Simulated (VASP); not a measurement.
# CdTe (F-43m) in VASP: a series of runs

The runs below take CdTe through single point, relaxation of cell and atoms, with PBE.

All numbers are computed with VASP 6.6.1; they aren't measurements. Logs are shortened: lines on timing, memory, paths and dates and some standing lists are left out, and cuts for length are marked.

## Step 1: The cell of the first run

The structure is cubic, space group F-43m (No. 216). The conventional cell has a = 6.619 Å, b = 6.619 Å, c = 6.619 Å, α = 90.00°, β = 90.00°, γ = 90.00°. Within 3.8 Å of Cd (site symmetry -43m) lie 4 Te at 2.87 Å. Te (site symmetry -43m) has 4 Cd at 2.87 Å within 3.8 Å.

## Step 2: Single point, PBE

Contents of INCAR:

```
PREC     = Accurate       # precision mode
ENCUT    = 500            # plane-wave cutoff, eV
EDIFF    = 1E-6           # SCF threshold, eV
ISMEAR   = 0              # smearing method
SIGMA    = 0.02           # smearing width, eV
LREAL    = False          # projectors in reciprocal space
LASPH    = True           # aspherical terms in the spheres
NELM     = 120            # most SCF steps
ALGO     = Normal         # electronic algorithm
ISIF     = 2              # what is computed and relaxed
LWAVE    = False          # write WAVECAR
LCHARG   = True           # write CHGCAR
GGA      = PE             # functional
LELF     = True           # ELF
LVHAR    = True         
NBANDS   = 16             # bands
GGA_COMPAT= False
```

Contents of KPOINTS:

```
regular mesh
0
Gamma
  10 10 10
```

Contents of POSCAR:

```
CdTe
1.0
    0.0000000000      3.3096311576      3.3096311576
    3.3096311576      0.0000000000      3.3096311576
    3.3096311576      3.3096311576      0.0000000000
Cd Te
1 1
Direct
    0.0000000000      0.0000000000      0.0000000000
    0.2500000000      0.2500000000      0.2500000000
```

Potentials or basis: VASP PAW PBE potentials, release 64 (Cd, Te).

Run with:

```
$ cat potpaw_PBE.64/Cd/POTCAR potpaw_PBE.64/Te/POTCAR > POTCAR
$ mpirun -np 1 vasp_std > vasp.out
```

OUTCAR:

```text
PREC = Accurate
   ENCUT = 500
   EDIFF = 1E-6
   ISMEAR = 0
   LREAL = False
   LASPH = True
   NELM = 120
   ISIF = 2
   GGA = PE

 ion  position               nearest neighbor table
   1  0.000  0.000  0.000-   2 2.87   2 2.87   2 2.87   2 2.87
   2  0.250  0.250  0.250-   1 2.87   1 2.87   1 2.87   1 2.87

  LATTYP: Found a face centered cubic cell.
 ALAT       =     6.6192623152

  Lattice vectors:

 A1 = (   0.0000000000,   3.3096311576,   3.3096311576)
 A2 = (   3.3096311576,   0.0000000000,   3.3096311576)
 A3 = (   3.3096311576,   3.3096311576,   0.0000000000)

Analysis of symmetry for initial positions (statically):
=====================================================================
 Subroutine PRICEL returns:
 Original cell was already a primitive cell.

 Routine SETGRP: Setting up the symmetry group for a
 face centered cubic supercell.

 Subroutine GETGRP returns: Found 24 space group operations
 (whereof 24 operations were pure point group operations)
 out of a pool of 48 trial point group operations.

The static configuration has the point symmetry T_d .

Analysis of symmetry for dynamics (positions and initial velocities):
=====================================================================
 Subroutine PRICEL returns:
 Original cell was already a primitive cell.

 Routine SETGRP: Setting up the symmetry group for a
 face centered cubic supercell.

 Subroutine GETGRP returns: Found 24 space group operations
 (whereof 24 operations were pure point group operations)
 out of a pool of 48 trial point group operations.

The dynamic configuration has the point symmetry T_d .

 Subroutine INISYM returns: Found 24 space group operations
 (whereof 24 operations are pure point group operations),
 and found     1 'primitive' translations

----------------------------------------------------------------------------------------

                                     Primitive cell

  volume of cell :      72.5051

  direct lattice vectors                    reciprocal lattice vectors
     0.000000000  3.309631158  3.309631158    -0.151074236  0.151074236  0.151074236
     3.309631158  0.000000000  3.309631158     0.151074236 -0.151074236  0.151074236
     3.309631158  3.309631158  0.000000000     0.151074236  0.151074236 -0.151074236

  length of vectors
     4.680525270  4.680525270  4.680525270     0.261668253  0.261668253  0.261668253

  position of ions in fractional coordinates (direct lattice)
     0.000000000  0.000000000  0.000000000
     0.250000000  0.250000000  0.250000000

  ion indices of the primitive-cell ions
   primitive index   ion index
                 1           1
                 2           2

----------------------------------------------------------------------------------------

 KPOINTS: regular mesh

Automatic generation of k-mesh.
 Grid dimensions read from file:
 generate k-points for:   10   10   10

 Generating k-lattice:

  Cartesian coordinates                     Fractional coordinates (reciprocal lattice)
    -0.015107424  0.015107424  0.015107424     0.100000000  0.000000000  0.000000000
     0.015107424 -0.015107424  0.015107424     0.000000000  0.100000000  0.000000000
     0.015107424  0.015107424 -0.015107424     0.000000000  0.000000000  0.100000000

  Length of vectors
     0.026166825  0.026166825  0.026166825

  Shift w.r.t. Gamma in fractional coordinates (k-lattice)
     0.000000000  0.000000000  0.000000000

 Subroutine IBZKPT returns following result:
 ===========================================

 Found     47 irreducible k-points:

 Following reciprocal coordinates:
            Coordinates               Weight
  0.000000  0.000000  0.000000      1.000000
  0.100000  0.000000  0.000000      8.000000
  0.200000  0.000000  0.000000      8.000000
  0.300000  0.000000  0.000000      8.000000
  0.400000  0.000000  0.000000      8.000000
  0.500000  0.000000  0.000000      4.000000
[... 16 lines left out ...]
  0.300000  0.300000  0.000000      6.000000
  0.400000  0.300000  0.000000     24.000000
 [... further k-points ...]
   k-points           NKPTS =     47   k-points in BZ     NKDIM =     47   number of bands    NBANDS=     16
   number of dos      NEDOS =    301   number of ions     NIONS =      2
   total plane-waves  NPLWV =  46656
   dimension x,y,z NGX =    36 NGY =   36 NGZ =   36
   dimension x,y,z NGXF=    72 NGYF=   72 NGZF=   72
   ions per type =               1   1
   NGX,Y,Z   is equivalent  to a cutoff of  12.79, 12.79, 12.79 a.u.
   NGXF,Y,Z  is equivalent  to a cutoff of  25.57, 25.57, 25.57 a.u.
 SYSTEM =  unknown system
   PREC   = accura    normal or accurate (medium, high low for compatibility)
   ISTART =      0    job   : 0-new  1-cont  2-samecut
   ICHARG =      2    charge: 1-file 2-atom 10-const
   ISPIN  =      1    spin polarized calculation?
   LNONCOLLINEAR =      F non collinear calculations
   LSORBIT =      F    spin-orbit coupling
   LASPH  =      T    aspherical Exc in radial PAW
   ENCUT  =  500.0 eV  36.75 Ry    6.06 a.u.   8.53  8.53  8.53*2*pi/ulx,y,z
   NELM   =    120;   NELMIN=  2; NELMDL= -5     # of ELM steps
   EDIFF  = 0.1E-05   stopping-criterion for ELM
   LREAL  =      F    real-space projection
[... 7 lines left out ...]
   TEBEG  =    0.0;   TEEND  =   0.0 temperature during run
   PSTRESS=    0.0 pullay stress
   NELECT =      18.0000    total number of electrons
   NUPDOWN=      -1.0000    fix difference up-down
   EMIN   =  10.00;   EMAX   =-10.00  energy-range for DOS
   EFERMI =   0.00;   METHOD = LEGACY
   ISMEAR =     0;   SIGMA  =   0.02  broadening in eV -4-tet -1-fermi 0-gaus
   EFERMI_NEDOS =   21; number of points for ismear=-14 and -15
   IALGO  =     38    algorithm
   IMIX   =      4    mixing-type and parameters
     AMIX     =   0.40;   BMIX     =  1.00
     AMIX_MAG =   1.60;   BMIX_MAG =  1.00
  volume/ion in A,a.u.               =      36.25       244.64
  Fermi-wavevector in a.u.,A,eV,Ry     =   1.028907  1.944352 14.403799  1.058649
  Thomas-Fermi vector in A             =   2.162927
   LORBIT       =      0    0 simple, 1 ext, 2 COOP (PROOUT), +10 PAW based schemes
   GGA     = PE    functional components
   LHFCALC =     F    Hartree Fock is set to
   AEXX    =    0.0000 exact exchange contribution
   IVDW    =     0    specifies the selected vdW correction
   LEPSILON=     F    determine dielectric tensor
   LRPA    =     F    only Hartree local field effects (RPA)
 non-spin polarized calculation
 Gauss-broadening in eV      SIGMA  =   0.02
  energy-cutoff  :      500.00
  volume of cell :       72.51
 maximum number of plane-waves:      1856
 NGX is ok and might be reduce to    36
   NGX = 17   NGY = 17   NGZ = 17

 number of electron      18.0000006 magnetization

 Free energy of the ion-electron system (eV)
  ---------------------------------------------------
  ext. energy  EPLUGINS =         0.00000000
  ---------------------------------------------------
  free energy    TOTEN  =        -4.81279980 eV

  energy without entropy =       -4.81279980  energy(sigma->0) =       -4.81279980

 E-fermi :   1.9015     XC(G=0):  -8.3074

 val. band max:        1.7923763476   @ k =   0.0000   0.0000   0.0000
 cond. band min:       2.3742096100   @ k =   0.0000   0.0000   0.0000
 fundamental gap:      0.5818332624
 Fermi energy:         1.9015463241

 k-point     1 :       0.0000    0.0000    0.0000
  band No.  band energies     occupation
      1      -9.0393      2.00000
      2      -6.2946      2.00000
      3      -6.2946      2.00000
      4      -6.2946      2.00000
      5      -6.0781      2.00000
      6      -6.0781      2.00000
[... 8 lines left out ...]
     15      11.0387      0.00000
     16      11.0387      0.00000

 k-point     2 :       0.1000    0.0000    0.0000
  band No.  band energies     occupation
      1      -9.0066      2.00000
      2      -6.2886      2.00000
      3      -6.2886      2.00000
      4      -6.2677      2.00000
      5      -6.0786      2.00000
      6      -6.0786      2.00000
[... 8 lines left out ...]
     15      10.5308      0.00000
     16      10.5308      0.00000

 k-point     3 :       0.2000    0.0000    0.0000
  band No.  band energies     occupation
      1      -8.9209      2.00000
      2      -6.2736      2.00000
      3      -6.2736      2.00000
      4      -6.1819      2.00000
      5      -6.0788      2.00000
      6      -6.0788      2.00000
[... 8 lines left out ...]
     15      10.1677      0.00000
     16      10.1990      0.00000

 k-point     4 :       0.3000    0.0000    0.0000
  band No.  band energies     occupation
      1      -8.8155      2.00000
      2      -6.2571      2.00000
      3      -6.2571      2.00000
      4      -6.0768      2.00000
      5      -6.0768      2.00000
      6      -6.0338      2.00000
[... 8 lines left out ...]
     15      10.3891      0.00000
     16      10.3891      0.00000

 k-point     5 :       0.4000    0.0000    0.0000
  band No.  band energies     occupation
      1      -8.7314      2.00000
      2      -6.2458      2.00000
      3      -6.2458      2.00000
      4      -6.0727      2.00000
      5      -6.0727      2.00000
      6      -5.8606      2.00000
[... 8 lines left out ...]
     15      11.1758      0.00000
     16      11.1758      0.00000

 k-point     6 :       0.5000    0.0000    0.0000
  band No.  band energies     occupation
      1      -8.6999      2.00000
      2      -6.2420      2.00000
      3      -6.2420      2.00000
      4      -6.0705      2.00000
      5      -6.0705      2.00000
      6      -5.7748      2.00000
[... 8 lines left out ...]
     15      11.9457      0.00000
     16      11.9457      0.00000

 k-point     7 :       0.1000    0.1000    0.0000
  band No.  band energies     occupation
      1      -8.9958      2.00000
      2      -6.2829      2.00000
      3      -6.2829      2.00000
      4      -6.2663      2.00000
      5      -6.0816      2.00000
      6      -6.0756      2.00000
[... 8 lines left out ...]
     15       9.9984      0.00000
     16      11.1252      0.00000

 k-point     8 :       0.2000    0.1000    0.0000
  band No.  band energies     occupation
      1      -8.9278      2.00000
      2      -6.2719      2.00000
      3      -6.2676      2.00000
      4      -6.2036      2.00000
      5      -6.0831      2.00000
      6      -6.0736      2.00000
[... 8 lines left out ...]
     15      10.6522      0.00000
     16      10.8808      0.00000

 k-point     9 :       0.3000    0.1000    0.0000
  band No.  band energies     occupation
      1      -8.8292      2.00000
      2      -6.2575      2.00000
      3      -6.2502      2.00000
      4      -6.1044      2.00000
      5      -6.0712      2.00000
      6      -6.0526      2.00000
[... 8 lines left out ...]
     15      10.7300      0.00000
     16      10.9312      0.00000
[... 172 lines left out ...]
 k-point    19 :       0.5000    0.2000    0.0000
  band No.  band energies     occupation
      1      -8.6647      2.00000
      2      -6.2240      2.00000
      3      -6.2125      2.00000
      4      -6.0976      2.00000
      5      -6.0668      2.00000
      6      -5.7418      2.00000
[... 8 lines left out ...]
     15      11.9988      0.00000
     16      12.0645      0.00000

 k-point    20 :      -0.4000    0.2000    0.0000
  band No.  band energies     occupation
      1      -8.6584      2.00000
      2      -6.2238      2.00000
      3      -6.2169      2.00000
      4      -6.0860      2.00000
      5      -6.0744      2.00000
      6      -5.7137      2.00000
[... 8 lines left out ...]
     15      10.9099      0.00000
     16      11.8988      0.00000

 k-point    21 :      -0.3000    0.2000    0.0000
  band No.  band energies     occupation
      1      -8.7019      2.00000
      2      -6.2301      2.00000
      3      -6.2280      2.00000
      4      -6.0826      2.00000
      5      -6.0811      2.00000
      6      -5.8260      2.00000
[... 8 lines left out ...]
     15      11.0506      0.00000
     16      12.2575      0.00000

 k-point    22 :      -0.2000    0.2000    0.0000
  band No.  band energies     occupation
      1      -8.7802      2.00000
      2      -6.2491      2.00000
      3      -6.2387      2.00000
      4      -6.0860      2.00000
      5      -6.0851      2.00000
      6      -5.9808      2.00000
[... 8 lines left out ...]
     15      11.2020      0.00000
     16      11.8645      0.00000

 k-point    23 :       0.3000    0.3000    0.0000
  band No.  band energies     occupation
      1      -8.7441      2.00000
      2      -6.2098      2.00000
      3      -6.2098      2.00000
      4      -6.1434      2.00000
      5      -6.0613      2.00000
      6      -5.9654      2.00000
[... 8 lines left out ...]
     15      11.7811      0.00000
     16      13.0179      0.00000

 k-point    24 :       0.4000    0.3000    0.0000
  band No.  band energies     occupation
      1      -8.6794      2.00000
      2      -6.1993      2.00000
      3      -6.1931      2.00000
      4      -6.1370      2.00000
      5      -6.0590      2.00000
      6      -5.8425      2.00000
[... 8 lines left out ...]
     15      12.1601      0.00000
     16      13.2112      0.00000

 [... further k-points ...]
[... 5 lines left out ...]
  --------------------------------------------------------------------------------------
  -------------------------------------------------------------------------------------
  Total        0.0434038      0.0434038      0.0434038      0.0000000     -0.0000000      0.0000000
  in kB        0.9591117      0.9591117      0.9591117      0.0000000     -0.0000000      0.0000000
  external PRESSURE =       0.9591117 kB  Pullay stress =       0.0000000 kB

 VOLUME and BASIS-vectors are now :
 -----------------------------------------------------------------------------
  energy-cutoff  :      500.00
  volume of cell :       72.51
      direct lattice vectors                 reciprocal lattice vectors
     0.000000000  3.309631158  3.309631158    -0.151074236  0.151074236  0.151074236
     3.309631158  0.000000000  3.309631158     0.151074236 -0.151074236  0.151074236
     3.309631158  3.309631158  0.000000000     0.151074236  0.151074236 -0.151074236

 POSITION                                       TOTAL-FORCE (eV/Angst)
 -----------------------------------------------------------------------------------
      0.00000      0.00000      0.00000        -0.000000     -0.000000     -0.000000
      1.65482      1.65482      1.65482         0.000000      0.000000      0.000000
 -----------------------------------------------------------------------------------
    total drift:                                0.000000      0.000000     -0.000000

  FREE ENERGIE OF THE ION-ELECTRON SYSTEM (eV)
  ---------------------------------------------------
  free  energy   TOTEN  =        -4.8127998045 eV

  energy  without entropy=       -4.8127998045  energy(sigma->0) =       -4.81279980
```

Run time: 51 s. Hardware: 1 thread of Intel Xeon 8259CL, shared host; peak memory 0.2 GiB.

What came out:

* Free energy: -4.8128 eV
* Pressure: 0.1 GPa
* Band gap on the k mesh: 0.58 eV

Levels at points of the mesh, in eV from the valence-band top:
```csv
k point,band 6,band 7,band 8,band 9,band 10,band 11,band 12,band 13
"(0.00, 0.00, 0.00)",-7.87,0.00,0.00,0.00,0.58,4.64,4.64,4.64
"(0.50, 0.00, 0.00)",-7.57,-4.08,-0.69,-0.69,1.75,5.21,5.21,7.01
"(0.50, 0.50, 0.00)",-7.45,-4.01,-1.66,-1.66,2.67,2.74,8.51,8.81
```

Caveat: semilocal functionals underestimate gaps, and a narrow one can read as zero; spin-orbit coupling is left out, which moves the levels of the heavy elements.

(Part 1 of 2 ends here.)
